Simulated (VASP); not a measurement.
# AlN in VASP: further runs

The runs below take AlN through single point, with PBE.

Everything below comes from runs of VASP 6.6.1. Logs are shortened: lines on timing, memory, paths and dates and some standing lists are left out, and cuts for length are marked.

### 1 The cell of the first run

Symmetry: F-43m, No. 216, cubic system. Conventional cell: a = 4.403 Å, b = 4.403 Å, c = 4.403 Å, α = 90.00°, β = 90.00°, γ = 90.00°. Within 2.5 Å of Al (site symmetry -43m) lie 4 N at 1.91 Å. Within 2.5 Å of N (site symmetry -43m) lie 4 Al at 1.91 Å.

### 2 Single point, PBE

Input file INCAR:

```
SYSTEM = AlN
  ALGO = Normal
  EDIFF = 1E-7
  ENCUT = 520
  GGA = PE
  ISIF = 2
  ISMEAR = 0
  LASPH = .True.
  LCHARG = .True.
  LELF = .True.
  LREAL = .False.
  LVHAR = .True.
  LWAVE = .False.
  NBANDS = 11
  NELM = 80
  PREC = Accurate
  SIGMA = 0.05
```

Input file KPOINTS:

```
k-points
0
Gamma
  10 10 10
  0 0 0
```

Input file POSCAR:

```
AlN
1.0
    0.0000000000      2.2012588983      2.2012588983
    2.2012588983      0.0000000000      2.2012588983
    2.2012588983      2.2012588983      0.0000000000
Al N
1 1
Direct
    0.0000000000      0.0000000000      0.0000000000
    0.7500000000      0.7500000000      0.7500000000
```

Potentials or basis: VASP PAW PBE potentials, release 64 (Al, N).

Launch:

```sh
> cat potpaw_PBE.64/Al/POTCAR potpaw_PBE.64/N/POTCAR > POTCAR
> mpirun -np 1 vasp_std > vasp.out
```

OUTCAR:

```text
SYSTEM = AlN
   EDIFF = 1E-7
   ENCUT = 520
   GGA = PE
   ISIF = 2
   ISMEAR = 0
   LASPH = .True.
   LREAL = .False.
   NELM = 80
   PREC = Accurate

 ion  position               nearest neighbor table
   1  0.000  0.000  0.000-   2 1.91   2 1.91   2 1.91   2 1.91
   2  0.750  0.750  0.750-   1 1.91   1 1.91   1 1.91   1 1.91

  LATTYP: Found a face centered cubic cell.
 ALAT       =     4.4025177966

  Lattice vectors:

 A1 = (   0.0000000000,   2.2012588983,   2.2012588983)
 A2 = (   2.2012588983,   0.0000000000,   2.2012588983)
 A3 = (   2.2012588983,   2.2012588983,   0.0000000000)

Analysis of symmetry for initial positions (statically):
=====================================================================
 Subroutine PRICEL returns:
 Original cell was already a primitive cell.

 Routine SETGRP: Setting up the symmetry group for a
 face centered cubic supercell.

 Subroutine GETGRP returns: Found 24 space group operations
 (whereof 24 operations were pure point group operations)
 out of a pool of 48 trial point group operations.

The static configuration has the point symmetry T_d .

Analysis of symmetry for dynamics (positions and initial velocities):
=====================================================================
 Subroutine PRICEL returns:
 Original cell was already a primitive cell.

 Routine SETGRP: Setting up the symmetry group for a
 face centered cubic supercell.

 Subroutine GETGRP returns: Found 24 space group operations
 (whereof 24 operations were pure point group operations)
 out of a pool of 48 trial point group operations.

The dynamic configuration has the point symmetry T_d .

 Subroutine INISYM returns: Found 24 space group operations
 (whereof 24 operations are pure point group operations),
 and found     1 'primitive' translations

----------------------------------------------------------------------------------------

                                     Primitive cell

  volume of cell :      21.3326

  direct lattice vectors                    reciprocal lattice vectors
     0.000000000  2.201258898  2.201258898    -0.227142750  0.227142750  0.227142750
     2.201258898  0.000000000  2.201258898     0.227142750 -0.227142750  0.227142750
     2.201258898  2.201258898  0.000000000     0.227142750  0.227142750 -0.227142750

  length of vectors
     3.113050188  3.113050188  3.113050188     0.393422784  0.393422784  0.393422784

  position of ions in fractional coordinates (direct lattice)
     0.000000000  0.000000000  0.000000000
     0.750000000  0.750000000  0.750000000

  ion indices of the primitive-cell ions
   primitive index   ion index
                 1           1
                 2           2

----------------------------------------------------------------------------------------

 KPOINTS: k-points

Automatic generation of k-mesh.
 Grid dimensions read from file:
 generate k-points for:   10   10   10

 Generating k-lattice:

  Cartesian coordinates                     Fractional coordinates (reciprocal lattice)
    -0.022714275  0.022714275  0.022714275     0.100000000  0.000000000  0.000000000
     0.022714275 -0.022714275  0.022714275     0.000000000  0.100000000  0.000000000
     0.022714275  0.022714275 -0.022714275     0.000000000  0.000000000  0.100000000

  Length of vectors
     0.039342278  0.039342278  0.039342278

  Shift w.r.t. Gamma in fractional coordinates (k-lattice)
     0.000000000  0.000000000  0.000000000

 Subroutine IBZKPT returns following result:
 ===========================================

 Found     47 irreducible k-points:

 Following reciprocal coordinates:
            Coordinates               Weight
  0.000000  0.000000  0.000000      1.000000
  0.100000  0.000000  0.000000      8.000000
  0.200000  0.000000  0.000000      8.000000
  0.300000  0.000000  0.000000      8.000000
  0.400000  0.000000  0.000000      8.000000
  0.500000  0.000000  0.000000      4.000000
[... 16 lines left out ...]
  0.300000  0.300000  0.000000      6.000000
  0.400000  0.300000  0.000000     24.000000
 [... further k-points ...]
   k-points           NKPTS =     47   k-points in BZ     NKDIM =     47   number of bands    NBANDS=     11
   number of dos      NEDOS =    301   number of ions     NIONS =      2
   total plane-waves  NPLWV =  13824
   dimension x,y,z NGX =    24 NGY =   24 NGZ =   24
   dimension x,y,z NGXF=    48 NGYF=   48 NGZF=   48
   ions per type =               1   1
   NGX,Y,Z   is equivalent  to a cutoff of  12.82, 12.82, 12.82 a.u.
   NGXF,Y,Z  is equivalent  to a cutoff of  25.63, 25.63, 25.63 a.u.
 SYSTEM =  AlN
   PREC   = accura    normal or accurate (medium, high low for compatibility)
   ISTART =      0    job   : 0-new  1-cont  2-samecut
   ICHARG =      2    charge: 1-file 2-atom 10-const
   ISPIN  =      1    spin polarized calculation?
   LNONCOLLINEAR =      F non collinear calculations
   LSORBIT =      F    spin-orbit coupling
   LASPH  =      T    aspherical Exc in radial PAW
   ENCUT  =  520.0 eV  38.22 Ry    6.18 a.u.   5.79  5.79  5.79*2*pi/ulx,y,z
   NELM   =     80;   NELMIN=  2; NELMDL= -5     # of ELM steps
   EDIFF  = 0.1E-06   stopping-criterion for ELM
   LREAL  =      F    real-space projection
   EDIFFG = 0.1E-05   stopping-criterion for IOM
   NSW    =      0    number of steps for IOM
   IBRION =     -1    ionic relax: 0-MD 1-quasi-New 2-CG
   NFREE  =      0    steps in history (QN), initial steepest desc. (CG)
   ISIF   =      2    stress and relaxation
   ISYM   =      2    0-nonsym 1-usesym 2-fastsym
   POTIM  = 0.5000    time-step for ionic-motion
   TEBEG  =    0.0;   TEEND  =   0.0 temperature during run
   PSTRESS=    0.0 pullay stress
   NELECT =       8.0000    total number of electrons
   NUPDOWN=      -1.0000    fix difference up-down
   EMIN   =  10.00;   EMAX   =-10.00  energy-range for DOS
   EFERMI =   0.00;   METHOD = LEGACY
   ISMEAR =     0;   SIGMA  =   0.05  broadening in eV -4-tet -1-fermi 0-gaus
   EFERMI_NEDOS =   21; number of points for ismear=-14 and -15
   IALGO  =     38    algorithm
   IMIX   =      4    mixing-type and parameters
     AMIX     =   0.40;   BMIX     =  1.00
     AMIX_MAG =   1.60;   BMIX_MAG =  1.00
  volume/ion in A,a.u.               =      10.67        71.98
  Fermi-wavevector in a.u.,A,eV,Ry     =   1.180566  2.230947 18.962939  1.393737
  Thomas-Fermi vector in A             =   2.316856
   LORBIT       =      0    0 simple, 1 ext, 2 COOP (PROOUT), +10 PAW based schemes
   GGA     = PE    functional components
   LHFCALC =     F    Hartree Fock is set to
   AEXX    =    0.0000 exact exchange contribution
   IVDW    =     0    specifies the selected vdW correction
   LEPSILON=     F    determine dielectric tensor
   LRPA    =     F    only Hartree local field effects (RPA)
 non-spin polarized calculation
 Gauss-broadening in eV      SIGMA  =   0.05
  energy-cutoff  :      520.00
  volume of cell :       21.33
 maximum number of plane-waves:       589
   NGX = 11   NGY = 11   NGZ = 11

 number of electron       8.0000001 magnetization

 Free energy of the ion-electron system (eV)
  ---------------------------------------------------
  ext. energy  EPLUGINS =         0.00000000
  ---------------------------------------------------
  free energy    TOTEN  =       -14.84743837 eV

  energy without entropy =      -14.84743837  energy(sigma->0) =      -14.84743837

 E-fermi :   6.0699     XC(G=0): -10.8310

 val. band max:        5.7490084865   @ k =   0.0000   0.0000   0.0000
 cond. band min:       9.0544666694   @ k =   0.5000   0.5000   0.0000
 fundamental gap:      3.3054581829
 Fermi energy:         6.0698568487

 k-point     1 :       0.0000    0.0000    0.0000
  band No.  band energies     occupation
      1      -9.0960      2.00000
      2       5.7490      2.00000
      3       5.7490      2.00000
      4       5.7490      2.00000
      5       9.7374      0.00000
      6      18.0773      0.00000
      7      18.0773      0.00000
      8      18.0773      0.00000
      9      23.2493      0.00000
     10      23.2493      0.00000
     11      24.6057      0.00000

 k-point     2 :       0.1000    0.0000    0.0000
  band No.  band energies     occupation
      1      -8.9538      2.00000
      2       4.9379      2.00000
      3       5.6976      2.00000
      4       5.6976      2.00000
      5      10.4045      0.00000
      6      17.6900      0.00000
      7      18.2083      0.00000
      8      18.2083      0.00000
      9      22.0109      0.00000
     10      22.0109      0.00000
     11      23.8279      0.00000

 k-point     3 :       0.2000    0.0000    0.0000
  band No.  band energies     occupation
      1      -8.5492      2.00000
      2       3.3535      2.00000
      3       5.5696      2.00000
      4       5.5696      2.00000
      5      11.5296      0.00000
      6      16.8975      0.00000
      7      18.1575      0.00000
      8      18.1575      0.00000
      9      21.4709      0.00000
     10      21.4709      0.00000
     11      22.9516      0.00000

 k-point     4 :       0.3000    0.0000    0.0000
  band No.  band energies     occupation
      1      -7.9633      2.00000
      2       1.7401      2.00000
      3       5.4229      2.00000
      4       5.4229      2.00000
      5      12.3705      0.00000
      6      16.1584      0.00000
      7      17.5368      0.00000
      8      17.5368      0.00000
      9      22.4820      0.00000
     10      22.4820      0.00000
     11      22.7337      0.00000

 k-point     5 :       0.4000    0.0000    0.0000
  band No.  band energies     occupation
      1      -7.3805      2.00000
      2       0.4879      2.00000
      3       5.3124      2.00000
      4       5.3124      2.00000
      5      12.7943      0.00000
      6      15.6438      0.00000
      7      16.9602      0.00000
      8      16.9602      0.00000
      9      23.1202      0.00000
     10      24.2645      0.00000
     11      24.2645      0.00000
[... 211 lines left out ...]
 k-point    21 :      -0.3000    0.2000    0.0000
  band No.  band energies     occupation
      1      -7.2305      2.00000
      2       1.2134      2.00000
      3       3.5870      2.00000
      4       5.2335      2.00000
      5      13.5301      0.00000
      6      14.5986      0.00000
      7      17.2911      0.00000
      8      17.8931      0.00000
      9      21.9173      0.00000
     10      24.1448      0.00000
     11      26.7440      0.00000

 k-point    22 :      -0.2000    0.2000    0.0000
  band No.  band energies     occupation
      1      -7.7709      2.00000
      2       2.0340      2.00000
      3       4.0846      2.00000
      4       5.4942      2.00000
      5      13.1309      0.00000
      6      15.5275      0.00000
      7      16.9311      0.00000
      8      18.0761      0.00000
      9      20.5273      0.00000
     10      23.8968      0.00000
     11      26.8299      0.00000

 k-point    23 :       0.3000    0.3000    0.0000
  band No.  band energies     occupation
      1      -7.5989      2.00000
      2       2.2651      2.00000
      3       4.5276      2.00000
      4       4.5276      2.00000
      5      11.0027      0.00000
      6      15.2842      0.00000
      7      17.3849      0.00000
      8      19.9828      0.00000
      9      19.9828      0.00000
     10      25.9010      0.00000
     11      29.1164      0.00000

 k-point    24 :       0.4000    0.3000    0.0000
  band No.  band energies     occupation
      1      -7.1529      2.00000
      2       1.6483      2.00000
      3       4.0729      2.00000
      4       4.3660      2.00000
      5      10.6120      0.00000
      6      15.1244      0.00000
      7      17.7242      0.00000
      8      20.0789      0.00000
      9      20.5706      0.00000
     10      26.7919      0.00000
     11      28.9055      0.00000

 [... further k-points ...]

------------------------ aborting loop because EDIFF is reached ----------------------------------------

  FORCE on cell =-STRESS in cart. coord.  units (eV):
  Direction    XX          YY          ZZ          XY          YZ          ZX
  --------------------------------------------------------------------------------------
  -------------------------------------------------------------------------------------
  Total       -0.0244924     -0.0244924     -0.0244924     -0.0000000      0.0000000     -0.0000000
  in kB       -1.8394937     -1.8394937     -1.8394937     -0.0000000      0.0000000     -0.0000000
  external PRESSURE =      -1.8394937 kB  Pullay stress =       0.0000000 kB

 VOLUME and BASIS-vectors are now :
 -----------------------------------------------------------------------------
  energy-cutoff  :      520.00
  volume of cell :       21.33
      direct lattice vectors                 reciprocal lattice vectors
     0.000000000  2.201258898  2.201258898    -0.227142750  0.227142750  0.227142750
     2.201258898  0.000000000  2.201258898     0.227142750 -0.227142750  0.227142750
     2.201258898  2.201258898  0.000000000     0.227142750  0.227142750 -0.227142750

 POSITION                                       TOTAL-FORCE (eV/Angst)
 -----------------------------------------------------------------------------------
      0.00000      0.00000      0.00000         0.000000      0.000000      0.000000
      3.30189      3.30189      3.30189        -0.000000     -0.000000     -0.000000
 -----------------------------------------------------------------------------------
    total drift:                               -0.000000     -0.000000     -0.000000

  FREE ENERGIE OF THE ION-ELECTRON SYSTEM (eV)
  ---------------------------------------------------
  free  energy   TOTEN  =       -14.8474383739 eV

  energy  without entropy=      -14.8474383739  energy(sigma->0) =      -14.84743837
```

It took 15 s on 1 thread of AMD EPYC 7R13, shared host; peak memory 0.11 GiB.

Results:

- Free energy: -14.8474 eV
- Pressure: -0.2 GPa
- Band gap on the k mesh: 3.31 eV (least direct gap 3.99 eV)

Levels at points of the mesh, in eV from the valence-band top:
```tsv
k point	band 1	band 2	band 3	band 4	band 5	band 6	band 7	band 8	band 9
(0.00, 0.00, 0.00)	-14.84	0.00	0.00	0.00	3.99	12.33	12.33	12.33	17.50
(0.50, 0.00, 0.00)	-12.87	-5.76	-0.48	-0.48	7.17	9.70	11.00	11.00	17.68
(0.50, 0.50, 0.00)	-12.25	-4.83	-1.75	-1.75	3.31	8.47	13.64	15.44	15.44
```

### 3 Single point, PBE (atoms displaced along a vibrational mode)

Input file INCAR:

```
SYSTEM = AlN
PREC = Accurate ; ENCUT = 520
EDIFF = 1E-7 ; ISMEAR = 0
SIGMA = 0.05 ; LREAL = .False.
LASPH = .True. ; NELM = 100
ALGO = Normal ; ISIF = 2
LWAVE = .False. ; LCHARG = .True.
GGA = PE ; LELF = .True.
LVHAR = .True. ; NBANDS = 11
```

Input file KPOINTS:

```
Automatic mesh
0
Gamma
  10 10 10
  0 0 0
```

Input file POSCAR:

```
AlN
1.0
    0.0000000000      2.2012588983      2.2012588983
    2.2012588983      0.0000000000      2.2012588983
    2.2012588983      2.2012588983      0.0000000000
Al N
1 1
Direct
   -0.0057189861      0.0057189861      0.0057189861
    0.7610164234      0.7389835766      0.7389835766
```

Potentials or basis: VASP PAW PBE potentials, release 64 (Al, N).

Launch:

```sh
> cat potpaw_PBE.64/Al/POTCAR potpaw_PBE.64/N/POTCAR > POTCAR
> mpirun -np 1 vasp_std > vasp.out
```

Run time: 47 s. Hardware: 1 thread of AMD EPYC 7R13, shared host; peak memory 0.13 GiB.

Results (log left out):

```yaml
Free_energy: -14.8103 eV
Pressure: 0.4 GPa
Largest_force: 1.005 eV/Å
Band_gap_on_the_k_mesh: 3.11 eV (least direct gap 3.79 eV)
```

Forces in eV/Å, atoms in the order of the input:
```
Al  -1.005  0.000  0.000
N    1.005  0.000  0.000
```

Stress tensor (GPa, compression positive):
```
-0.19  0.00  0.00
 0.00  0.76 -4.49
 0.00 -4.49  0.76
```

Levels at points of the mesh, in eV from the valence-band top:
```
           k point  band 2  band 3  band 4  band 5  band 6  band 7
(0.00, 0.00, 0.00)   -0.39   -0.18    0.00    3.79   12.11   12.15
(0.50, 0.00, 0.00)   -5.88   -0.85   -0.60    7.00    9.54   10.71
(0.00, 0.50, 0.00)   -6.00   -0.71   -0.50    6.93    9.46   10.74
(0.50, 0.50, 0.00)   -5.02   -1.93   -1.92    3.11    8.25   13.42
(0.00, 0.50, 0.50)   -5.02   -2.08   -1.80    3.12    8.29   13.42
```

Caveat: the cell differs from its parent crystal (atoms displaced along a vibrational mode); forces of over 1 eV/Å act on the atoms, so gaps and moduli don't describe the material at rest. A k mesh can miss the band edges.

[end of part 1 of 2]
